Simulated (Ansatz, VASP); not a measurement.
CaSe: VASP beside Ansatz

Contents of INCAR:

```
SYSTEM = CaSe
PREC = Accurate
ENCUT = 520
EDIFF = 1E-8
ISMEAR = -1
SIGMA = 0.02
LREAL = .FALSE.
LASPH = .TRUE.
NELM = 100
ALGO = Normal
ISIF = 2
LWAVE = .FALSE.
LCHARG = .FALSE.
GGA = PE
LEFG = .TRUE.
NBANDS = 15
```

The input KPOINTS:

```
Automatic mesh
0
G
  7 7 7
  0 0 0
```

The input POSCAR:

```
CaSe
1.0
    0.0000000000      2.9126333464      3.0446800000
    2.9126333464      0.0000000000      3.0446800000
    2.9126333464      2.9126333464      0.0000000000
Ca Se
1 1
Direct
    0.0000000000      0.0000000000      0.0000000000
    0.5000000000      0.5000000000      0.5000000000
```

Input for Ansatz:

```yaml
crystal:
  lattice:
    - [0.0, 2.9126333464, 3.04468]
    - [2.9126333464, 0.0, 3.04468]
    - [2.9126333464, 2.9126333464, 0.0]
  atoms:
    - { symbol: Ca, position: [0.0, 0.0, 0.0] }
    - { symbol: Se, position: [0.5, 0.5, 0.5] }
kpoints:
  mp_grid: { grid: [7, 7, 7] }
scf:
  occupations: { method: fermi_dirac, width: 0.02 }
hamiltonian:
  xc: pbe
  pseudopotentials: { kind: all_electron, datasets: crystal }
output:
  forces: true
  stress: true
  eigenvalues: true
  efg: { contact_densities: true }
```

Change from the starting cell: z stretched by +3 % at fixed volume, crystal datasets.

Alike in both runs: task electric field gradients; functional PBE; k mesh 7 × 7 × 7; occupations fermi-dirac, width 0.02 eV; no spin polarisation.

|  | VASP | Ansatz |
| --- | --- | --- |
| version | VASP 6.6.1 | Ansatz 0.2.0 |
| potentials or method | VASP PAW PBE potentials, release 64 (Ca_sv, Se), cutoff 520 eV | all-electron PAW with datasets made for the crystal, scalar-relativistic |

|  | VASP | Ansatz | Ansatz less VASP |
| --- | --- | --- | --- |
| gap on the k mesh at the Fermi level (eV) | 2.07 | 2.08 | +0.010 |
| pressure (GPa) | 1.6 | 1.4 | -0.19 |
| traceless stress, the component that is largest in VASP (GPa) | -2.68 | -2.63 | +0.050 |
| size of Vzz on the site where it differs most (V/Å²) | 14.4 | 13.9 | -0.48 |

Ansatz ran all-electron here, and VASP with PAW potentials.
